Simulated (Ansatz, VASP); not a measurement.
## GaAs in VASP and in Ansatz

```
CELL_PARAMETERS angstrom
0.00000 2.82685 2.82685
2.82685 0.00000 2.82685
2.82685 2.82685 0.00000
ATOMIC_POSITIONS crystal
As 0.75000 0.75000 0.75000
Ga 0.00000 0.00000 0.00000
```

Alike in both runs: task relaxation of cell and atoms; functional RPBE; k mesh 8 × 8 × 8; occupations fermi-dirac, width 0.05 eV; no spin polarisation.

```csv
,VASP,Ansatz
version,VASP 6.6.1,Ansatz 0.2.0
potentials or method,"VASP PAW PBE potentials, release 64 (As, Ga_d), cutoff 600 eV","all-electron LAPW, scalar-relativistic"
```

|  | VASP | Ansatz | Ansatz less VASP |
| --- | --- | --- | --- |
| relaxed volume (Å³/atom) | 24.51 | 24.44 | -0.065 |
| relaxed cell length with the largest relative difference (Å) | 4.108 | 4.104 | -0.0036 |

VASP's potentials were made for PBE, not for RPBE. Ansatz ran all-electron here, and VASP with PAW potentials.
